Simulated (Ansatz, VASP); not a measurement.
ZnS in VASP and in Ansatz

```
CELL_PARAMETERS angstrom
0.00000 2.70465 2.70465
2.70465 0.00000 2.70465
2.70465 2.70465 0.00000
ATOMIC_POSITIONS crystal
Zn 0.00000 0.00000 0.00000
S 0.74346 0.75000 0.75000
```

Change from the starting cell: all S atoms moved +0.025 Å, as atom 2 towards its neighbour atom 2 (S) at 3.825 Å.

Alike in both runs: task single point; functional r2SCAN; k mesh 8 × 8 × 8; occupations gaussian, width 0.05 eV; no spin polarisation.

|  | VASP | Ansatz |
| --- | --- | --- |
| version | VASP 6.6.1 | Ansatz 0.2.0 |
| potentials or method | VASP PAW PBE potentials, release 64 (Zn, S), cutoff 520 eV | scalar-relativistic, plane waves, PAW |
| valence electrons in the cell | 18 | 18 |

VASP gave:

* gap on the k mesh at the Fermi level (eV): 2.64
* least direct gap on the mesh (eV): 2.64
* pressure (GPa): -0.8
* traceless stress, the component that is largest in VASP (GPa): -0.38
* rms of the force components (eV/Å): 0.083

Task: Estimate Ansatz's values.

Result: gap on the k mesh at the Fermi level (eV): 2.63; least direct gap on the mesh (eV): 2.63; pressure (GPa): -0.8; traceless stress, the component that is largest in VASP (GPa): -0.38; rms of the force components (eV/Å): 0.082.

VASP's potentials were made for PBE, not for r2SCAN. Atom by atom the forces differ by 0.001 eV/Å (rms over components). With one functional, cell and mesh, what is left measures potentials, basis and numerics.
